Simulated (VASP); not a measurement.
A run of VASP 6.6.1:

INCAR

```
SYSTEM = Zr2N
PREC     = Accurate       ! precision mode
ENCUT    = 520            ! plane-wave cutoff, eV
EDIFF    = 1E-6           ! SCF threshold, eV
ISMEAR   = 0              ! smearing method
SIGMA    = 0.15           ! smearing width, eV
LREAL    = .FALSE.        ! projectors in reciprocal space
LASPH    = .TRUE.         ! aspherical terms in the spheres
NELM     = 80             ! most SCF steps
ALGO     = Normal         ! electronic algorithm
ISIF     = 2              ! what is computed and relaxed
LWAVE    = .FALSE.        ! write WAVECAR
LCHARG   = .FALSE.        ! write CHGCAR
GGA      = PS             ! functional
NBANDS   = 38             ! bands
```

The input KPOINTS:

```
Automatic mesh
0
G
  10 10 16
  0 0 0
```

POSCAR

```
Zr2N
1.0
    5.5213967345      0.0000000000      0.0000000000
    0.0000000000      5.5213967345      0.0000000000
    0.0000000000      0.0000000000      3.0956690423
Zr N
4 2
Direct
    0.2962523428      0.2962523428      0.0000000000
    0.7037476572      0.7037476572      0.0000000000
    0.7962523428      0.2037476572      0.5000000000
    0.2037476572      0.7962523428      0.5000000000
    0.0000000000      0.0000000000      0.0000000000
    0.5000000000      0.5000000000      0.5000000000
```

Potentials or basis: VASP PAW PBE potentials, release 64 (Zr_sv, N).

Command:

```bash
$ cat potpaw_PBE.64/Zr_sv/POTCAR potpaw_PBE.64/N/POTCAR > POTCAR
$ mpirun -np 1 vasp_std > vasp.out
```

Hardware: 1 thread of Intel(R) Xeon(R) Platinum 8259CL CPU @ 2.50GHz (Skylake/Cascade Lake), on a shared host.

Q: Estimate the wall time of this run.

A: It took 8.2 min on 1 thread of Intel(R) Xeon(R) Platinum 8259CL CPU @ 2.50GHz (Skylake/Cascade Lake) (shared host), peak memory 0.57 GiB. Counts: scf iterations 14, k points 189.
